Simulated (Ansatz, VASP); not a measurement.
## Mg in VASP and in Ansatz

Contents of INCAR:

```
SYSTEM = Mg
  PREC = Accurate
  ENCUT = 520
  EDIFF = 1E-6
  ISMEAR = -1
  SIGMA = 0.1
  LREAL = .False.
  LASPH = .True.
  NELM = 100
  ALGO = Normal
  ISIF = 2
  LWAVE = .False.
  LCHARG = .False.
  GGA = RE
  NBANDS = 9
```

Contents of KPOINTS:

```
regular mesh
0
Gamma
  18 18 10
  0 0 0
```

POSCAR

```
Mg
1.0
    3.2662118374      0.0000000000      0.0000000000
   -1.6331059187      2.8286224254      0.0000000000
    0.0000000000      0.0000000000      5.3030945712
Mg
2
Direct
    0.3333333333      0.6666666667      0.2500000000
    0.6666666667      0.3333333333      0.7500000000
```

Input for Ansatz:

```yaml
crystal:
  lattice:
    - [3.2662118383, 0.0, 0.0]
    - [-1.6331059191, 2.8286224262, 0.0]
    - [0.0, 0.0, 5.3030945714]
  atoms:
    - { symbol: Mg, position: [0.3333333333, 0.6666666667, 0.25] }
    - { symbol: Mg, position: [0.6666666667, 0.3333333333, 0.75] }
hamiltonian:
  xc: revpbe
  pseudopotentials:
    kind: paw
    azcp:
      Mg: "pseudopotentials/Mg.paw.azcp"
basis:
  ecutwfc: 420
  fft_grid_basis: typed
kpoints:
  mp_grid: { grid: [18, 18, 10], shift: [0, 0, 0] }
magnetization:
  spin_polarized: false
scf:
  occupations: { method: fermi_dirac, width: 0.1 }
output:
  stress: true
```

Alike in both runs: task single point; functional revPBE; k mesh 18 × 18 × 10; occupations fermi-dirac, width 0.1 eV; no spin polarisation.

|  | VASP | Ansatz |
| --- | --- | --- |
| version | VASP 6.6.1 | Ansatz 0.2.0 |
| potentials or method | VASP PAW PBE potentials, release 64 (Mg), cutoff 520 eV | plane waves (420 eV) with PAW, scalar-relativistic |
| valence electrons in the cell | 4 | 20 |

```tsv
	VASP	Ansatz	Ansatz less VASP
pressure (GPa)	-1.4	-1.2	+0.18
```

VASP's potentials were made for PBE, not for revPBE. The functional is the same, so the differences come from potentials, cutoffs and numerics. VASP's potentials hold 4 valence electrons a cell and Ansatz's 20, so a difference there can come from the potentials and not from the codes.
